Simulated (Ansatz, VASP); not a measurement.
# One calculation of WC, two programs

```
CELL_PARAMETERS angstrom
-2.12952 2.12952 4.14442
2.12952 -2.12952 4.14442
2.12952 2.12952 -4.14442
ATOMIC_POSITIONS crystal
W 0.25886 0.75886 0.50000
W 0.75886 0.25886 0.50000
W 0.51137 0.51137 0.00000
C 0.51205 0.01205 0.50000
C 0.01205 0.51205 0.50000
C 0.76914 0.76914 0.00000
```

Alike in both runs: functional PBE; k mesh 4 × 4 × 4; occupations gaussian, width 0.2 eV; no spin polarisation.

Ansatz relaxed the structure, and its values are those at the end. VASP's run is a single point on that final structure, the one shown.

|  | VASP | Ansatz |
| --- | --- | --- |
| version | VASP 6.6.1 | Ansatz 0.2.0 |
| potentials or method | VASP PAW PBE potentials, release 64 (W_sv, C), cutoff 600 eV | scalar-relativistic, plane waves, PAW |
| valence electrons in the cell | 54 | 54 |

Ansatz gave:

| Item | Value |
| --- | --- |
| gap on the k mesh at the Fermi level (eV) | none |
| pressure (GPa) | 0.2 |
| rms of the force components (eV/Å) | 0.018 |

Estimate VASP's values.

gap on the k mesh at the Fermi level (eV): none; pressure (GPa): 0.7; rms of the force components (eV/Å): 0.012.

A gap of «none» marks a metal or a gap that the smearing closes.

The k mesh is coarse, so the values compare programs but aren't converged. Neither program's run includes spin-orbit coupling.
